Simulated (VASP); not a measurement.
# Mn (I-43m) in VASP: a series of runs

The runs below take Mn through single point, relaxation of cell and atoms, with revPBE.

Program: VASP 6.6.1. These are calculated values, not measurements. Logs are shortened: lines on timing, memory, paths and dates and some standing lists are left out, and cuts for length are marked.

## Step 1: The cell of the first run

The structure is cubic, space group I-43m (No. 217). The conventional cell has a = 8.682 Å, b = 8.682 Å, c = 8.682 Å, α = 90.00°, β = 90.00°, γ = 90.00°. Within 3.3 Å of Mn (site symmetry 3m) lie 16 Mn at 2.52 to 2.83 Å. Within 3.0 Å of Mn (site symmetry m) lie 13 Mn at 2.27 to 2.83 Å. Within 2.9 Å of Mn (site symmetry m) lie 12 Mn at 2.18 to 2.83 Å. Within 3.6 Å of Mn (site symmetry -43m) lie 16 Mn at 2.70 to 2.73 Å.

## Step 2: Single point, revPBE, collinear spin

INCAR reads:

```
ALGO = Normal
EDIFF = 1E-6
ENCUT = 520
GGA = RE
ISIF = 2
ISMEAR = -1
ISPIN = 2
LASPH = True
LCHARG = False
LMAXMIX = 4
LORBIT = 11
LREAL = Auto
LUSENCCL = False
LWAVE = False
MAGMOM = -2.464 0.609 0.609 -0.191 -0.191 -0.191 -2.464 0.609 0.609 -0.191 -0.191 -0.191 -2.464 0.609 0.609 -0.191 -0.191 -0.191 3.084 -2.464 0.609 0.609 0.609 0.609 0.609 0.609 -0.191 -0.191 -0.191
NBANDS = 212
NELM = 150
PREC = Accurate
SIGMA = 0.05
```

KPOINTS reads:

```
k-points
0
Gamma
  4 4 4
```

POSCAR reads:

```
Mn
1.0
   -4.3411615006      4.3411615006      4.3411615006
    4.3411615006     -4.3411615006      4.3411615006
    4.3411615006      4.3411615006     -4.3411615006
Mn
29
Direct
    0.3636154075      0.0000000000      0.0000000000
    0.6114369611      0.3225885520      0.0000000000
    0.6114369611      0.0000000000      0.3225885520
    0.8049148547      0.6270549890      0.0000000000
    0.8049148547      1.0000000000      0.6270549890
    0.8221401344      0.1950851453      0.1950851453
    1.0000000000      0.3636154075      0.0000000000
    0.3225885520      0.6114369611      1.0000000000
    1.0000000000      0.6114369611      0.3225885520
    0.6270549890      0.8049148547      0.0000000000
    0.0000000000      0.8049148547      0.6270549890
    0.1950851453      0.8221401344      0.1950851453
    1.0000000000      0.0000000000      0.3636154075
    1.0000000000      0.3225885520      0.6114369611
    0.3225885520      1.0000000000      0.6114369611
    1.0000000000      0.6270549890      0.8049148547
    0.6270549890      1.0000000000      0.8049148547
    0.1950851453      0.1950851453      0.8221401344
    0.0000000000      0.0000000000      0.0000000000
    0.6363845925      0.6363845925      0.6363845925
    0.3885630389      0.3885630389      0.7111515909
    0.7111515909      0.3885630389      0.3885630389
    0.3885630389      0.7111515909      0.3885630389
    0.6774114480      0.6774114480      0.2888484091
    0.2888484091      0.6774114480      0.6774114480
    0.6774114480      0.2888484091      0.6774114480
    0.3729450110      0.3729450110      0.1778598656
    0.1778598656      0.3729450110      0.3729450110
    0.3729450110      0.1778598656      0.3729450110
```

Potentials or basis: VASP PAW PBE potentials, release 64 (Mn_pv).

Launch:

```sh
$ cat potpaw_PBE.64/Mn_pv/POTCAR > POTCAR
$ mpirun -np 1 vasp_std > vasp.out
```

OUTCAR:

```text
EDIFF = 1E-6
   ENCUT = 520
   GGA = RE
   ISIF = 2
   ISMEAR = -1
   ISPIN = 2
   LASPH = True
   LORBIT = 11
   LREAL = Auto
   NELM = 150
   PREC = Accurate

 ion  position               nearest neighbor table
   1  0.364  0.000  0.000-   2 2.52   3 2.52  25 2.52  18 2.64  12 2.64  27 2.64  29 2.64  11 2.64
                            16 2.64  19 2.73  17 2.83  10 2.83   6 2.83  22 2.83   8 2.83  15 2.83
   2  0.611  0.323  0.000-   4 2.27  17 2.45   6 2.45   1 2.52  21 2.57  24 2.57  26 2.58  22 2.58
                             9 2.58  15 2.58  27 2.62  18 2.62   7 2.83
   3  0.611  0.000  0.323-   5 2.27  10 2.45   6 2.45   1 2.52  23 2.57  26 2.57  22 2.58   8 2.58
                            24 2.58  14 2.58  29 2.62  12 2.62  13 2.83
   4  0.805  0.627  0.000-  10 2.18   2 2.27  12 2.40  16 2.40   9 2.45  26 2.45  24 2.62  21 2.62
                            20 2.64  13 2.64  19 2.70   7 2.83
   5  0.805  0.000  0.627-  17 2.18   3 2.27  11 2.40  18 2.40  14 2.45  24 2.45  23 2.62  26 2.62
                            20 2.64   7 2.64  19 2.70  13 2.83
   6  0.822  0.195  0.195-  28 2.18  22 2.27  10 2.40  17 2.40   2 2.45   3 2.45  14 2.62   9 2.62
                             7 2.64  13 2.64  19 2.70   1 2.83
   7  0.000  0.364  0.000-   8 2.52   9 2.52  26 2.52  18 2.64   6 2.64  27 2.64  28 2.64   5 2.64
                            17 2.64  19 2.73   4 2.83  16 2.83  12 2.83  23 2.83   2 2.83  14 2.83
   8  0.323  0.611  0.000-  10 2.27  16 2.45  12 2.45   7 2.52  21 2.57  24 2.57  25 2.58  23 2.58
                             3 2.58  14 2.58  27 2.62  18 2.62   1 2.83
   9  0.000  0.611  0.323-  11 2.27   4 2.45  12 2.45   7 2.52  22 2.57  25 2.57   2 2.58  23 2.58
[... 27 lines left out ...]
  23  0.389  0.711  0.389-  12 2.27  27 2.45  28 2.45  20 2.52  15 2.57   3 2.57  25 2.58   9 2.58
                             8 2.58  24 2.58  17 2.62   5 2.62   7 2.83
  24  0.677  0.677  0.289-  27 2.27  11 2.45   5 2.45  13 2.52   8 2.57   2 2.57   9 2.58  22 2.58
                            23 2.58   3 2.58  10 2.62   4 2.62  20 2.83
  25  0.289  0.677  0.677-  28 2.27  17 2.45  10 2.45   1 2.52   9 2.57  14 2.57  23 2.58   8 2.58
                            15 2.58  21 2.58  11 2.62  16 2.62  20 2.83
  26  0.677  0.289  0.677-  29 2.27  16 2.45   4 2.45   7 2.52   3 2.57  15 2.57  22 2.58   2 2.58
                            14 2.58  21 2.58  17 2.62   5 2.62  20 2.83
  27  0.373  0.373  0.178-  18 2.18  24 2.27  28 2.40  29 2.40  23 2.45  22 2.45   2 2.62   8 2.62
                             7 2.64   1 2.64  19 2.70  20 2.83
  28  0.178  0.373  0.373-   6 2.18  25 2.27  27 2.40  29 2.40  23 2.45  21 2.45  14 2.62   9 2.62
                             7 2.64  13 2.64  19 2.70  20 2.83
  29  0.373  0.178  0.373-  12 2.18  26 2.27  27 2.40  28 2.40  22 2.45  21 2.45  15 2.62   3 2.62
                             1 2.64  13 2.64  19 2.70  20 2.83

  LATTYP: Found a body centered cubic cell.
 ALAT       =     8.6823230012

  Lattice vectors:

 A1 = (  -4.3411615006,   4.3411615006,   4.3411615006)
 A2 = (   4.3411615006,  -4.3411615006,   4.3411615006)
 A3 = (   4.3411615006,   4.3411615006,  -4.3411615006)

Analysis of symmetry for initial positions (statically):
=====================================================================
 Subroutine PRICEL returns:
 Original cell was already a primitive cell.

 Routine SETGRP: Setting up the symmetry group for a
 body centered cubic supercell.

 Subroutine GETGRP returns: Found 24 space group operations
 (whereof 24 operations were pure point group operations)
 out of a pool of 48 trial point group operations.

The static configuration has the point symmetry T_d .

Analysis of symmetry for dynamics (positions and initial velocities):
=====================================================================
 Subroutine PRICEL returns:
 Original cell was already a primitive cell.

 Routine SETGRP: Setting up the symmetry group for a
 body centered cubic supercell.

 Subroutine GETGRP returns: Found 24 space group operations
 (whereof 24 operations were pure point group operations)
 out of a pool of 48 trial point group operations.

The dynamic configuration has the point symmetry T_d .

Analysis of structural, dynamic, and magnetic symmetry:
=====================================================================
 Subroutine PRICEL returns:
 Original cell was already a primitive cell.

 Routine SETGRP: Setting up the symmetry group for a
 body centered cubic supercell.

 Subroutine GETGRP returns: Found 24 space group operations
 (whereof 24 operations were pure point group operations)
[... 131 lines left out ...]
   ISTART =      0    job   : 0-new  1-cont  2-samecut
   ICHARG =      2    charge: 1-file 2-atom 10-const
   ISPIN  =      2    spin polarized calculation?
   LNONCOLLINEAR =      F non collinear calculations
   LSORBIT =      F    spin-orbit coupling
   LASPH  =      T    aspherical Exc in radial PAW
   ENCUT  =  520.0 eV  38.22 Ry    6.18 a.u.  13.98 13.98 13.98*2*pi/ulx,y,z
   NELM   =    150;   NELMIN=  2; NELMDL= -5     # of ELM steps
   EDIFF  = 0.1E-05   stopping-criterion for ELM
   LREAL  =      T    real-space projection
   EDIFFG = 0.1E-04   stopping-criterion for IOM
   NSW    =      0    number of steps for IOM
   IBRION =     -1    ionic relax: 0-MD 1-quasi-New 2-CG
   NFREE  =      0    steps in history (QN), initial steepest desc. (CG)
   ISIF   =      2    stress and relaxation
   ISYM   =      2    0-nonsym 1-usesym 2-fastsym
   POTIM  = 0.5000    time-step for ionic-motion
   TEBEG  =    0.0;   TEEND  =   0.0 temperature during run
   PSTRESS=    0.0 pullay stress
   NELECT =     377.0000    total number of electrons
   NUPDOWN=      -1.0000    fix difference up-down
   EMIN   =  10.00;   EMAX   =-10.00  energy-range for DOS
   EFERMI =   0.00;   METHOD = LEGACY
   ISMEAR =    -1;   SIGMA  =   0.05  broadening in eV -4-tet -1-fermi 0-gaus
   EFERMI_NEDOS =   21; number of points for ismear=-14 and -15
   IALGO  =     38    algorithm
   IMIX   =      4    mixing-type and parameters
     AMIX     =   0.40;   BMIX     =  1.00
     AMIX_MAG =   1.60;   BMIX_MAG =  1.00
  volume/ion in A,a.u.               =      11.28        76.15
  Fermi-wavevector in a.u.,A,eV,Ry     =   1.716179  3.243109 40.072853  2.945272
  Thomas-Fermi vector in A             =   2.793414
   LORBIT       =     11    0 simple, 1 ext, 2 COOP (PROOUT), +10 PAW based schemes
   GGA     = RE    functional components
   LHFCALC =     F    Hartree Fock is set to
   AEXX    =    0.0000 exact exchange contribution
   IVDW    =     0    specifies the selected vdW correction
   LEPSILON=     F    determine dielectric tensor
   LRPA    =     F    only Hartree local field effects (RPA)
 spin polarized calculation
  energy-cutoff  :      520.00
  volume of cell :      327.25
 maximum number of plane-waves:      8824
   NGX = 27   NGY = 27   NGZ = 27

 number of electron     377.0000053 magnetization       0.0005912

 number of electron     377.0000053 magnetization      -0.0004831

 Free energy of the ion-electron system (eV)
  ---------------------------------------------------
  ext. energy  EPLUGINS =         0.00000000
  ---------------------------------------------------
  free energy    TOTEN  =      -248.13229232 eV

  energy without entropy =     -247.82624338  energy(sigma->0) =     -247.97926785

 E-fermi :   9.9307     XC(G=0): -13.6252

 val. band max:        9.9083205651   @ k =   0.2500   0.2500   0.2500
 cond. band min:       9.9350931570   @ k =   0.5000   0.5000   0.5000
 fundamental gap:      0.0267725919
 Fermi energy:         9.9307066585

 spin component 1

 k-point     1 :       0.0000    0.0000    0.0000
  band No.  band energies     occupation
      1     -38.6165      1.00000
      2     -38.5572      1.00000
      3     -38.5572      1.00000
      4     -38.5189      1.00000
      5     -38.5189      1.00000
      6     -38.5189      1.00000
[... 1613 lines left out ...]
    199      10.3338      0.00032
    200      10.3726      0.00015
 Fermi energy:         9.9307066585

 spin component 2

 k-point     1 :       0.0000    0.0000    0.0000
  band No.  band energies     occupation
      1     -38.6164      1.00000
      2     -38.5572      1.00000
      3     -38.5572      1.00000
      4     -38.5189      1.00000
      5     -38.5189      1.00000
      6     -38.5189      1.00000
[... 1613 lines left out ...]
    199      10.3337      0.00032
    200      10.3725      0.00015
 [bands above 200 left out]

------------------------ aborting loop because EDIFF is reached ----------------------------------------

  FORCE on cell =-STRESS in cart. coord.  units (eV):
  Direction    XX          YY          ZZ          XY          YZ          ZX
  --------------------------------------------------------------------------------------
  -------------------------------------------------------------------------------------
  Total      -13.3710583    -13.3710583    -13.3710583      0.0000000     -0.0000000      0.0000000
  in kB      -65.4633981    -65.4633981    -65.4633981      0.0000000     -0.0000000      0.0000000
  external PRESSURE =     -65.4633981 kB  Pullay stress =       0.0000000 kB

 VOLUME and BASIS-vectors are now :
 -----------------------------------------------------------------------------
  energy-cutoff  :      520.00
  volume of cell :      327.25
      direct lattice vectors                 reciprocal lattice vectors
    -4.341161501  4.341161501  4.341161501     0.000000000  0.115176549  0.115176549
     4.341161501 -4.341161501  4.341161501     0.115176549  0.000000000  0.115176549
     4.341161501  4.341161501 -4.341161501     0.115176549  0.115176549  0.000000000

 POSITION                                       TOTAL-FORCE (eV/Angst)
 -----------------------------------------------------------------------------------
     -1.57851      1.57851      1.57851         0.120449     -0.120449     -0.120449
     -1.25394      1.25394      4.05476        -0.027270      0.027270     -0.313035
     -1.25394      4.05476      1.25394        -0.027270     -0.313035      0.027270
     -0.77212      0.77212      6.21641         0.052517     -0.052517      0.380006
     -0.77212      6.21641      0.77212         0.052517      0.380006     -0.052517
     -1.87525      3.56904      3.56904        -0.380006      0.052517      0.052517
[... 21 lines left out ...]
      2.46591      0.77212      0.77212        -0.380006     -0.052517     -0.052517
      0.77212      2.46591      0.77212        -0.052517     -0.380006     -0.052517
 -----------------------------------------------------------------------------------
    total drift:                                0.000003      0.000003      0.000002

  FREE ENERGIE OF THE ION-ELECTRON SYSTEM (eV)
  ---------------------------------------------------
  free  energy   TOTEN  =      -248.1322923212 eV

  energy  without entropy=     -247.8262433785  energy(sigma->0) =     -247.97926785

 total charge

# of ion       s       p       d       tot
------------------------------------------
    1        0.356   6.322   5.027  11.705
    2        0.407   6.383   5.108  11.899
    3        0.407   6.383   5.108  11.899
    4        0.435   6.414   5.169  12.018
    5        0.435   6.414   5.169  12.018
    6        0.435   6.414   5.169  12.018
[... 21 lines left out ...]
   28        0.435   6.414   5.169  12.018
   29        0.435   6.414   5.169  12.018
--------------------------------------------------
tot         11.883 185.163 148.420 345.466

 magnetization (x)

# of ion       s       p       d       tot
------------------------------------------
    1       -0.000   0.000  -0.000  -0.000
    2       -0.000  -0.000   0.000   0.000
    3       -0.000  -0.000   0.000   0.000
    4        0.000   0.000   0.000   0.000
    5        0.000   0.000   0.000   0.000
    6        0.000   0.000   0.000   0.000
[... 21 lines left out ...]
   28        0.000   0.000   0.000   0.000
   29        0.000   0.000   0.000   0.000
--------------------------------------------------
tot          0.000   0.000  -0.001  -0.001
```

It took 9.4 min on 1 × NVIDIA H100 80GB with 1 thread of AMD EPYC 7R13 (Zen 3), shared host; peak memory 1.9 GiB.

What came out:

```yaml
Free_energy: -248.1323 eV
Pressure: -6.5 GPa
Largest_force: 0.387 eV/Å
Net_moment: 0.00 μB per cell
Valence_electrons_inside_the_program's_atomic_spheres: Mn 11.71, 11.90, 12.02, 11.64 (each value once)
```

Forces in eV/Å, atoms in the order of the input:
```
Mn   0.120 -0.120 -0.120
Mn  -0.027  0.027 -0.313
Mn  -0.027 -0.313  0.027
Mn   0.053 -0.053  0.380
Mn   0.053  0.380 -0.053
Mn  -0.380  0.053  0.053
Mn  -0.120  0.120 -0.120
Mn   0.027 -0.027 -0.313
Mn  -0.313 -0.027  0.027
Mn  -0.053  0.053  0.380
Mn   0.380  0.053 -0.053
Mn   0.053 -0.380  0.053
Mn  -0.120 -0.120  0.120
Mn  -0.313  0.027 -0.027
Mn   0.027 -0.313 -0.027
Mn   0.380 -0.053  0.053
Mn  -0.053  0.380  0.053
Mn   0.053  0.053 -0.380
Mn   0.000  0.000  0.000
Mn   0.120  0.120  0.120
Mn  -0.027 -0.027  0.313
Mn   0.313 -0.027 -0.027
Mn  -0.027  0.313 -0.027
Mn   0.027  0.027  0.313
Mn   0.313  0.027  0.027
Mn   0.027  0.313  0.027
Mn  -0.053 -0.053 -0.380
Mn  -0.380 -0.053 -0.053
Mn  -0.053 -0.380 -0.053
```

Levels at points of the mesh, in eV from the Fermi level:
Spin up:
| k point | band 185 | band 186 | band 187 | band 188 | band 189 | band 190 | band 191 | band 192 | band 193 | band 194 |
| --- | --- | --- | --- | --- | --- | --- | --- | --- | --- | --- |
| (0.00, 0.00, 0.00) | -0.20 | -0.20 | -0.20 | -0.15 | -0.15 | -0.15 | 0.01 | 0.01 | 0.22 | 0.22 |
| (0.50, 0.00, 0.00) | -0.17 | -0.14 | -0.13 | -0.11 | 0.01 | 0.16 | 0.18 | 0.22 | 0.25 | 0.26 |
| (0.50, 0.50, 0.50) | -0.24 | -0.07 | -0.07 | -0.07 | 0.00 | 0.00 | 0.00 | 0.24 | 0.24 | 0.35 |
Spin down:
```
           k point  band 185  band 186  band 187  band 188  band 189  band 190  band 191  band 192  band 193  band 194
(0.00, 0.00, 0.00)     -0.20     -0.20     -0.20     -0.15     -0.15     -0.15      0.01      0.01      0.22      0.22
(0.50, 0.00, 0.00)     -0.17     -0.14     -0.13     -0.11      0.01      0.16      0.18      0.22      0.25      0.26
(0.50, 0.50, 0.50)     -0.24     -0.07     -0.07     -0.07      0.00      0.00      0.00      0.24      0.24      0.35
```

Caveat: the cell stands under tension; the moments typed at the start vanished in this run; the PAW data sets were made with another functional, which shifts forces and pressure a little.

(Part 1 of 2 ends here.)
